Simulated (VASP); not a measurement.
# TaN (P-6m2) in VASP: notebook, part 3 of 3

VASP 6.6.1.

## (5) Relaxation of cell and atoms, PBEsol

This run uses another cell than the first one, of 10.63 Å³/atom.

Input file INCAR:

```
  PREC = Accurate
  ENCUT = 600
  EDIFF = 1E-6
  ISMEAR = -1
  SIGMA = 0.15
  LREAL = F
  LASPH = T
  NELM = 60
  ALGO = Normal
  ISIF = 3
  LWAVE = F
  LCHARG = F
  GGA = PS
  IBRION = 2
  NSW = 80
  EDIFFG = -0.001
```

Input file KPOINTS:

```
Automatic mesh
0
Gamma
  18 18 14
```

Input file POSCAR:

```
TaN
1.0
    2.9239890448      0.0000000000      0.0000000000
   -1.4619945224      2.5322487932      0.0000000000
    0.0000000000      0.0000000000      2.8707276426
Ta N
1 1
Direct
    0.3333333333      0.6666666667      0.5000000000
    0.0000000000      0.0000000000      0.0000000000
```

Potentials or basis: VASP PAW PBE potentials, release 64 (Ta_pv, N).

On the command line:

```bash
> cat potpaw_PBE.64/Ta_pv/POTCAR potpaw_PBE.64/N/POTCAR > POTCAR
> mpirun -np 1 vasp_std > vasp.out
```

OUTCAR:

```text
PREC = Accurate
   ENCUT = 600
   EDIFF = 1E-6
   ISMEAR = -1
   LREAL = F
   LASPH = T
   NELM = 60
   ISIF = 3
   GGA = PS
   IBRION = 2
   NSW = 80
   EDIFFG = -0.001

 ion  position               nearest neighbor table
   1  0.333  0.667  0.500-   2 2.22   2 2.22   2 2.22   2 2.22   2 2.22   2 2.22
   2  0.000  0.000  0.000-   1 2.22   1 2.22   1 2.22   1 2.22   1 2.22   1 2.22

  LATTYP: Found a hexagonal cell.
 ALAT       =     2.9239890448
 C/A-ratio  =     0.9817846779

  Lattice vectors:

 A1 = (   2.9239890448,   0.0000000000,   0.0000000000)
 A2 = (  -1.4619945224,   2.5322487932,   0.0000000000)
 A3 = (   0.0000000000,   0.0000000000,   2.8707276426)

Analysis of symmetry for initial positions (statically):
=====================================================================
 Subroutine PRICEL returns:
 Original cell was already a primitive cell.

 Routine SETGRP: Setting up the symmetry group for a
 hexagonal supercell.

 Subroutine GETGRP returns: Found 12 space group operations
 (whereof 12 operations were pure point group operations)
 out of a pool of 24 trial point group operations.

The static configuration has the point symmetry D_3h.

Analysis of symmetry for dynamics (positions and initial velocities):
=====================================================================
 Subroutine PRICEL returns:
 Original cell was already a primitive cell.

 Routine SETGRP: Setting up the symmetry group for a
 hexagonal supercell.

 Subroutine GETGRP returns: Found 12 space group operations
 (whereof 12 operations were pure point group operations)
 out of a pool of 24 trial point group operations.

The dynamic configuration has the point symmetry D_3h.

 Subroutine INISYM returns: Found 12 space group operations
 (whereof 12 operations are pure point group operations),
 and found     1 'primitive' translations

----------------------------------------------------------------------------------------

                                     Primitive cell

  volume of cell :      21.2556

  direct lattice vectors                    reciprocal lattice vectors
     2.923989045  0.000000000  0.000000000     0.341998545  0.197452952  0.000000000
    -1.461994522  2.532248793  0.000000000     0.000000000  0.394905904  0.000000000
     0.000000000  0.000000000  2.870727643     0.000000000  0.000000000  0.348343739

  length of vectors
     2.923989045  2.923989045  2.870727643     0.394905904  0.394905904  0.348343739

  position of ions in fractional coordinates (direct lattice)
     0.333333333  0.666666667  0.500000000
     0.000000000  0.000000000  0.000000000

  ion indices of the primitive-cell ions
   primitive index   ion index
                 1           1
                 2           2

----------------------------------------------------------------------------------------

 KPOINTS: Automatic mesh

Automatic generation of k-mesh.
 Grid dimensions read from file:
 generate k-points for:   18   18   14

 Generating k-lattice:

[... 64 lines left out ...]
   NSW    =     80    number of steps for IOM
   IBRION =      2    ionic relax: 0-MD 1-quasi-New 2-CG
   NFREE  =      1    steps in history (QN), initial steepest desc. (CG)
   ISIF   =      3    stress and relaxation
   ISYM   =      2    0-nonsym 1-usesym 2-fastsym
   POTIM  = 0.5000    time-step for ionic-motion
   TEBEG  =    0.0;   TEEND  =   0.0 temperature during run
   PSTRESS=    0.0 pullay stress
   NELECT =      16.0000    total number of electrons
   NUPDOWN=      -1.0000    fix difference up-down
   EMIN   =  10.00;   EMAX   =-10.00  energy-range for DOS
   EFERMI =   0.00;   METHOD = LEGACY
   ISMEAR =    -1;   SIGMA  =   0.15  broadening in eV -4-tet -1-fermi 0-gaus
   EFERMI_NEDOS =   21; number of points for ismear=-14 and -15
   IALGO  =     38    algorithm
   IMIX   =      4    mixing-type and parameters
     AMIX     =   0.40;   BMIX     =  1.00
     AMIX_MAG =   1.60;   BMIX_MAG =  1.00
  volume/ion in A,a.u.               =      10.63        71.72
  Fermi-wavevector in a.u.,A,eV,Ry     =   1.489213  2.814204 30.174390  2.217755
  Thomas-Fermi vector in A             =   2.602150
   LORBIT       =      0    0 simple, 1 ext, 2 COOP (PROOUT), +10 PAW based schemes
   GGA     = PS    functional components
   LHFCALC =     F    Hartree Fock is set to
   AEXX    =    0.0000 exact exchange contribution
   IVDW    =     0    specifies the selected vdW correction
   LEPSILON=     F    determine dielectric tensor
   LRPA    =     F    only Hartree local field effects (RPA)
 conjugate gradient relaxation of ions
 non-spin polarized calculation
  energy-cutoff  :      600.00
  volume of cell :       21.26
 maximum number of plane-waves:       724
 NGX is ok and might be reduce to    24
   NGX = 11   NGY = 11   NGZ = 11

--------------------------------------- Ionic step        1  -------------------------------------------

 number of electron      16.0000000 magnetization

 Free energy of the ion-electron system (eV)
  ---------------------------------------------------
  ext. energy  EPLUGINS =         0.00000000
  ---------------------------------------------------
  free energy    TOTEN  =       -23.81126814 eV

  energy without entropy =      -23.80149928  energy(sigma->0) =      -23.80638371

------------------------ aborting loop because EDIFF is reached ----------------------------------------

  FORCE on cell =-STRESS in cart. coord.  units (eV):
  Direction    XX          YY          ZZ          XY          YZ          ZX
  --------------------------------------------------------------------------------------
  -------------------------------------------------------------------------------------
  Total        0.0958994      0.0958994      0.0971092      0.0000000      0.0000000     -0.0000000
  in kB        7.2285715      7.2285715      7.3197568      0.0000000      0.0000000     -0.0000000
  external PRESSURE =       7.2589666 kB  Pullay stress =       0.0000000 kB
[... 89 lines left out ...]
  FREE ENERGIE OF THE ION-ELECTRON SYSTEM (eV)
  ---------------------------------------------------
  free  energy   TOTEN  =       -23.8113636585 eV

  energy  without entropy=      -23.8015961423  energy(sigma->0) =      -23.80647990

[... ionic steps 4 to 40 ...]

--------------------------------------- Ionic step       41  -------------------------------------------

 number of electron      16.0000000 magnetization

------------------------ aborting loop because EDIFF is reached ----------------------------------------
[... 67 lines left out ...]
--------------------------------------- Ionic step       43  -------------------------------------------

 number of electron      16.0000000 magnetization

 Free energy of the ion-electron system (eV)
  ---------------------------------------------------
  ext. energy  EPLUGINS =         0.00000000
  ---------------------------------------------------
  free energy    TOTEN  =       -23.81136409 eV

  energy without entropy =      -23.80159052  energy(sigma->0) =      -23.80647731

 E-fermi :   8.2436     XC(G=0): -13.5698

 val. band max:        8.2210072612   @ k =   0.0556   0.0000   0.5000
 cond. band min:       8.2496286459   @ k =   0.0556   0.0000   0.4286
 fundamental gap:      0.0286213847
 Fermi energy:         8.2436245859

 k-point     1 :       0.0000    0.0000    0.0000
  band No.  band energies     occupation
      1     -26.5270      2.00000
      2     -26.2522      2.00000
      3     -26.2522      2.00000
      4      -9.6108      2.00000
      5       3.6042      2.00000
      6       3.6042      2.00000
      7       3.9345      2.00000
      8       5.2910      2.00000
      9      10.5237      0.00000
     10      11.8684      0.00000
     11      11.8684      0.00000
     12      12.2650      0.00000
[... 331 lines left out ...]
 k-point    24 :       0.3889    0.1111    0.0000
  band No.  band energies     occupation
      1     -27.2721      2.00000
      2     -26.5720      2.00000
      3     -26.3751      2.00000
      4      -7.2216      2.00000
      5       0.0431      2.00000
      6       3.0199      2.00000
      7       3.9131      2.00000
      8       5.9037      2.00000
      9      10.5339      0.00000
     10      11.3348      0.00000
     11      12.8670      0.00000
     12      14.3516      0.00000

 [... further k-points ...]

------------------------ aborting loop because EDIFF is reached ----------------------------------------

  FORCE on cell =-STRESS in cart. coord.  units (eV):
  Direction    XX          YY          ZZ          XY          YZ          ZX
  --------------------------------------------------------------------------------------
  -------------------------------------------------------------------------------------
  Total        0.0011267      0.0011267      0.0015710      0.0000000      0.0000000      0.0000000
  in kB        0.0847596      0.0847596      0.1181828      0.0000000      0.0000000      0.0000000
  external PRESSURE =       0.0959007 kB  Pullay stress =       0.0000000 kB
[... 17 lines left out ...]
  FREE ENERGIE OF THE ION-ELECTRON SYSTEM (eV)
  ---------------------------------------------------
  free  energy   TOTEN  =       -23.8113640928 eV

  energy  without entropy=      -23.8015905237  energy(sigma->0) =      -23.80647731

 reached required accuracy - stopping structural energy minimisation
```

OSZICAR:

```text
N       E                     dE             d eps       ncg     rms          rms(c)
DAV:   1     0.965560687021E+02    0.96556E+02   -0.10121E+04  7104   0.158E+03
DAV:   2    -0.220252660412E+02   -0.11858E+03   -0.11206E+03  8168   0.370E+02
DAV:   3    -0.260860924612E+02   -0.40608E+01   -0.40001E+01  8800   0.642E+01
[... 195 lines left out ...]
DAV:   1    -0.238113641312E+02    0.17747E-06   -0.26253E-08  3552   0.187E-03    0.525E-04
DAV:   2    -0.238113641157E+02    0.15405E-07   -0.10972E-08  3552   0.115E-03
  42 F= -.23811364E+02 E0= -.23806477E+02  d E =-.107864E-06
       N       E                     dE             d eps       ncg     rms          rms(c)
DAV:   1    -0.238113640986E+02    0.32518E-07   -0.40199E-09  3552   0.830E-04    0.150E-04
DAV:   2    -0.238113640928E+02    0.58008E-08   -0.11922E-09  3552   0.379E-04
  43 F= -.23811364E+02 E0= -.23806477E+02  d E =-.849509E-07
```

Wall time 10 min (1 thread of Intel Xeon 8259CL, shared host); peak memory 0.25 GiB.

Results:

```yaml
Free_energy: -23.8114 eV
Relaxed_volume: 10.65 Å³/atom
Relaxed_cell: a = 2.926 Å, b = 2.926 Å, c = 2.872 Å, α = 90.00°, β = 90.00°, γ = 120.00°
Space_group_after_relaxing_to_0.1_Å: P-6m2 (No. 187)
Energy_gained_by_relaxing: 0.0 meV/atom
Ionic_steps: 43
Pressure_after_relaxing: 0.0 GPa
Band_gap_on_the_k_mesh: zero (bands 8 and 9 overlap by 0.34 eV)
```

Final structure:
```yaml
crystal:
  lattice:
    - [2.92604, 0.00000, 0.00000]
    - [-1.46302, 2.53402, 0.00000]
    - [0.00000, 0.00000, 2.87240]
  atoms:
    - { symbol: Ta, position: [0.33333, 0.66667, 0.50000] }
    - { symbol: N, position: [0.00000, 0.00000, 0.00000] }
```

Caveat: the PAW data sets were made with another functional, which shifts forces and pressure a little; spin-orbit coupling is left out, which moves the levels of the heavy elements.

## (6) Summary

```tsv
task	cell	k mesh	cutoff (eV)	smearing	gap on the mesh (eV)	pressure (GPa)
single point	a = 2.883, b = 2.883, c = 2.837 Å, angles 90.0, 90.0, 120.0°, 2 atoms, atomic positions A	18 × 18 × 14	520	fermi-dirac 0.15 eV	none	17.1
single point	a = 2.924, b = 6.443, c = 2.871 Å, angles 153.0, 90.0, 103.1°, 2 atoms, atomic positions B	12 × 6 × 29	520	gaussian 0.1 eV	none	0.8
relaxation of cell and atoms	relaxed to 16 GPa from a = 2.924, b = 2.924, c = 2.870 Å, angles 90.0, 90.0, 120.0°, 2 atoms, atomic positions A	18 × 18 × 14	600	fermi-dirac 0.15 eV	none	16.0
relaxation of cell and atoms	relaxed from a = 2.924, b = 2.924, c = 2.871 Å, angles 90.0, 90.0, 120.0°, 2 atoms, atomic positions A	18 × 18 × 14	600	fermi-dirac 0.15 eV	none	0.0
```

Alike in all rows: level PBEsol; potentials or basis VASP PAW PBE potentials, release 64 (Ta_pv, N); no spin polarisation.

Caveats: the PAW data sets were made with another functional, which shifts forces and pressure a little; spin-orbit coupling is left out, which moves the levels of the heavy elements; the cell stands under pressure (at least some runs); the cell is relaxed towards a set pressure, so the run minimises the enthalpy, not the energy (at least some runs).

Absolute energies hang on the potentials; compare differences alone.
